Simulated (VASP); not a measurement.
Here is a VASP 6.6.1 calculation.

The input INCAR:

```
PREC     = Accurate       # precision mode
ENCUT    = 520            # plane-wave cutoff, eV
EDIFF    = 1E-6           # SCF threshold, eV
ISMEAR   = 0              # smearing method
SIGMA    = 0.05           # smearing width, eV
LREAL    = F              # projectors in reciprocal space
LASPH    = T              # aspherical terms in the spheres
NELM     = 80             # most SCF steps
ALGO     = Normal         # electronic algorithm
ISIF     = 2              # what is computed and relaxed
LWAVE    = F              # write WAVECAR
LCHARG   = T              # write CHGCAR
LELF     = T              # ELF
LVHAR    = T            
NBANDS   = 19             # bands
```

The input KPOINTS:

```
regular mesh
0
Gamma
  16 16 8
```

The input POSCAR:

```
Cd
1.0
    2.9206827761      0.0000000000      0.0000000000
   -1.4603413881      2.5293854805      0.0000000000
    0.0000000000      0.0000000000      5.3927078250
Cd
2
Direct
    0.3333333333      0.6666666667      0.7500000000
    0.6666666667      0.3333333333      0.2500000000
```

Potentials or basis: VASP PAW LDA potentials, release 64 (Cd).

Launch:

```console
$ cat potpaw_LDA.64/Cd/POTCAR > POTCAR
$ mpirun -np 1 vasp_std > vasp.out
```

Question: What does it give for the band gap on the k mesh?

Answer: Zero (bands 12 and 13 overlap by 3.93 eV).

Question: Predict the pressure.

Answer: 0.7 GPa.

Stress tensor (GPa, compression positive):
```
0.85 0.00 0.00
0.00 0.85 0.00
0.00 0.00 0.30
```
